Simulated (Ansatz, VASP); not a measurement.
## Two plane-wave programs on Se

Contents of INCAR:

```
SYSTEM = Se
  PREC = Accurate
  ENCUT = 600
  EDIFF = 1E-6
  ISMEAR = 0
  SIGMA = 0.1
  LREAL = .False.
  LASPH = .True.
  NELM = 60
  ALGO = Normal
  ISIF = 3
  LWAVE = .False.
  LCHARG = .False.
  GGA = PE
  IVDW = 12
  IBRION = 2
  NSW = 100
  EDIFFG = -0.05
```

File KPOINTS:

```
regular mesh
0
Gamma
  6 6 4
  0 0 0
```

File POSCAR:

```
Se
1.0
    4.3551696776      0.0000000000      0.0000000000
   -2.1775848388      3.7716875786      0.0000000000
    0.0000000000      0.0000000000      4.9494500000
Se
3
Direct
    0.2170000000      0.0000000000      0.1666666667
    0.0000000000      0.2170000000      0.8333333333
    0.7830000000      0.7830000000      0.5000000000
```

Input for Ansatz:

```yaml
crystal:
  lattice:
    - [4.3551696776, 0.0, 0.0]
    - [-2.1775848388, 3.7716875786, 0.0]
    - [0.0, 0.0, 4.94945]
  atoms:
    - { symbol: Se, position: [0.217, 0.0, 0.1666666667] }
    - { symbol: Se, position: [0.0, 0.217, 0.8333333333] }
    - { symbol: Se, position: [0.783, 0.783, 0.5] }
basis:
  ecutwfc: 420
kpoints:
  mp_grid: { grid: [6, 6, 4] }
hamiltonian:
  xc: pbe
  dispersion: d3bj
scf:
  occupations: { method: gaussian, width: 0.1 }
output:
  forces: true
  stress: true
  eigenvalues: true
relax:
  adjacent_minimum: "off"
  f_tol: 0.05
  max_steps: 80
  cell: { stress_tol: 0.5 }
```

Alike in both runs: task relaxation of cell and atoms; functional PBE; dispersion D3(BJ); k mesh 6 × 6 × 4; occupations gaussian, width 0.1 eV; no spin polarisation.

|  | VASP | Ansatz |
| --- | --- | --- |
| version | VASP 6.6.1 | Ansatz 0.2.0 |
| potentials or method | VASP PAW PBE potentials, release 64 (Se), cutoff 600 eV | scalar-relativistic, plane waves, PAW |
| valence electrons in the cell | 18 | 48 |

|  | VASP | Ansatz | Ansatz less VASP |
| --- | --- | --- | --- |
| gap on the k mesh at the Fermi level, each at its own relaxed structure (eV) | 0.54 | 0.56 | +0.014 |
| relaxed volume (Å³/atom) | 24.52 | 24.56 | +0.040 |
| relaxed cell length with the largest relative difference (Å) | 4.072 | 4.076 | +0.0036 |

VASP's potentials hold 18 valence electrons a cell and Ansatz's 48, so a difference there can come from the potentials and not from the codes.
